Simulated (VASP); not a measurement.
Crystal: SiHC.

```
CELL_PARAMETERS angstrom
4.26841 0.00000 0.00000
-2.13420 3.69655 0.00000
0.00000 0.00000 2.80197
ATOMIC_POSITIONS crystal
Si 0.33333 0.66667 0.50000
H 0.66667 0.33333 0.00000
C 0.66667 0.33333 0.50000
```

The cell was generated, and may not be a known phase.

| Quantity | Value |
| --- | --- |
| Program | VASP 6.6.1 |
| Task | relaxation of cell and atoms |
| Functional | PBE |
| Potentials or basis | VASP PAW PBE potentials, release 64 (Si, H, C) |
| Cutoff | 600 eV |
| k mesh | 6 × 6 × 6 |
| Occupations | gaussian, width 0.1 eV |
| Spin | no spin polarisation |

At the start: pressure -21.3 GPa; volume 14.74 Å³/atom.

Problem. Where does the relaxation end?

Solution. Over 12 steps the energy falls by 802.5 meV/atom and the volume is 8.78 Å³/atom (-40.4 %); space group P-6m2 (No. 187, to 0.1 Å) before and after.

Step by step:
| step | energy change (eV) | largest force (eV/Å) | pressure (GPa) | volume (Å³) |
| --- | --- | --- | --- | --- |
| 1 | 0.0000 | 0.0000 | -21.26 | 44.21 |
| 2 | -1.6524 | 0.0000 | -16.67 | 32.80 |
| 3 | -2.1626 | 0.0000 | 0.17 | 27.21 |
| 4 | -2.1763 | 0.0000 | 6.37 | 26.09 |
| 5 | -2.1768 | 0.0000 | 4.48 | 26.41 |
| 6 | -2.3060 | 0.0000 | 5.22 | 25.62 |
| 7 | -2.3692 | 0.0000 | 6.95 | 25.28 |
| 8 | -2.2241 | 0.0000 | 16.82 | 24.52 |
| 9 | -2.3738 | 0.0000 | 9.05 | 25.08 |
| 10 | -2.3760 | 0.0000 | 8.45 | 25.13 |
| 11 | -2.3940 | 0.0000 | -4.95 | 27.17 |
| 12 | -2.4075 | 0.0000 | -0.06 | 26.33 |

Final structure:
```
Si H C
1.0
     3.26033    0.00000    0.00000
    -1.63017    2.82353    0.00000
     0.00000    0.00000    2.86039
Si H C
1 1 1
Direct
  0.33333 0.66667 0.50000
  0.66667 0.33333 0.00000
  0.66667 0.33333 0.50000
```

Caveat: the k points lie up to 0.37 Å⁻¹ apart in the final cell, too coarse for converged energies and pressures of a metal; the volume moved by over 15 % at a fixed basis, so the end points are rough; an odd number of electrons without spin polarisation forces a metal; a magnetic or distorted state may lie lower.
